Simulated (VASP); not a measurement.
MgS:

```
CELL_PARAMETERS angstrom
0.00000 2.78841 2.78841
2.78841 0.00000 2.78841
2.78841 2.78841 0.00000
ATOMIC_POSITIONS crystal
Mg 0.00000 0.00000 0.00000
S 0.25000 0.25000 0.25000
```

This cell differs from its parent crystal: strain -1.5%.

Program: VASP 6.6.1. Alike in all runs: task single point; potentials or basis VASP PAW PBE potentials, release 64 (Mg, S); no spin polarisation; cell as given; cutoff (eV) 520. Hardware: 1 thread of Intel Xeon 6975P-C, with other jobs on the host.

Q: Order these runs on this cell by their wall time, lowest first.
A. level r2SCAN; k mesh 8 × 8 × 8; smearing gaussian 0.01 eV
B. level PBE; k mesh 8 × 8 × 8; smearing fermi-dirac 0.02 eV
C. level HSE06; k mesh 6 × 6 × 6; smearing gaussian 0.01 eV; grid for exact exchange (PRECFOCK) Normal; screening parameter 0.2079 1/Å

A: B (13 s), A (72 s), C (660 s).
